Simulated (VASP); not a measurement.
Set up this calculation in VASP 6.6.1, as the native input.

* Task: relaxation of cell and atoms
* Functional: PBE
* Potentials or basis: VASP PAW PBE potentials, release 64 (Cd, Sn_d, O)
* Cutoff: 600 eV
* k mesh: 6 × 6 × 2
* Occupations: gaussian, width 0.1 eV
* Spin: no spin polarisation
* Dipole correction: no
* Further INCAR settings: ALGO = Normal; EDIFF = 1e-06; IBRION = 2; EDIFFG = -0.04; NSW = 90; ISIF = 3

The structure of Cd2SnO3 lies in POSCAR:

```
Cd2SnO3
1.0
    3.4799084700      0.0000000000      0.0000000000
    0.0000000000      3.4799084700      0.0000000000
    0.0000000000      0.0000000000      8.4829479400
Cd Sn O
2 1 3
Direct
    0.0000000000      0.0000000000      0.0094770000
    0.5000000000      0.5000000000      0.4938240100
    0.5000000000      0.5000000000      0.1658110000
    0.0000000000      0.0000000000      0.6709480300
    0.0000000000      0.0000000000      0.3257620000
    0.5000000000      0.5000000000      0.8341779700
```

The cell was generated, and may not be a known phase.

The input as run:

INCAR

```
SYSTEM = Cd2SnO3
PREC = Accurate
ENCUT = 600
EDIFF = 1E-6
ISMEAR = 0
SIGMA = 0.1
LREAL = .False.
LASPH = .True.
NELM = 80
ALGO = Normal
ISIF = 3
LWAVE = .False.
LCHARG = .False.
GGA = PE
IBRION = 2
NSW = 90
EDIFFG = -0.04
```

KPOINTS

```
Automatic mesh
0
Gamma
  6 6 2
  0 0 0
```

Potentials or basis: VASP PAW PBE potentials, release 64 (Cd, Sn_d, O).

Run with:

```console
$ cat potpaw_PBE.64/Cd/POTCAR potpaw_PBE.64/Sn_d/POTCAR potpaw_PBE.64/O/POTCAR > POTCAR
$ mpirun -np 1 vasp_std > vasp.out
```

It gave:

```
Relaxed volume                        : 15.15 Å³/atom
Relaxed cell                          : a = 3.300 Å, b = 3.300 Å, c = 8.348 Å, α = 90.00°, β = 90.00°, γ = 90.00°
Space group after relaxing (to 0.1 Å) : P4mm (No. 99)
Energy gained by relaxing             : 1472.2 meV/atom
Ionic steps                           : 36
Pressure after relaxing               : 0.0 GPa
Largest force after relaxing          : 0.022 eV/Å
Band gap on the k mesh                : zero (bands 28 and 29 overlap by 0.58 eV)
```

Caveat: the k points lie up to 0.38 Å⁻¹ apart in the final cell, too coarse for converged energies and pressures of a metal; semilocal functionals underestimate gaps, and a narrow one can read as zero; spin-orbit coupling is left out, which moves the levels of the heavy elements.

It took 51 min on 1 thread of Oxide Virtual Turin-like Processor (shared host), peak memory 0.25 GiB.
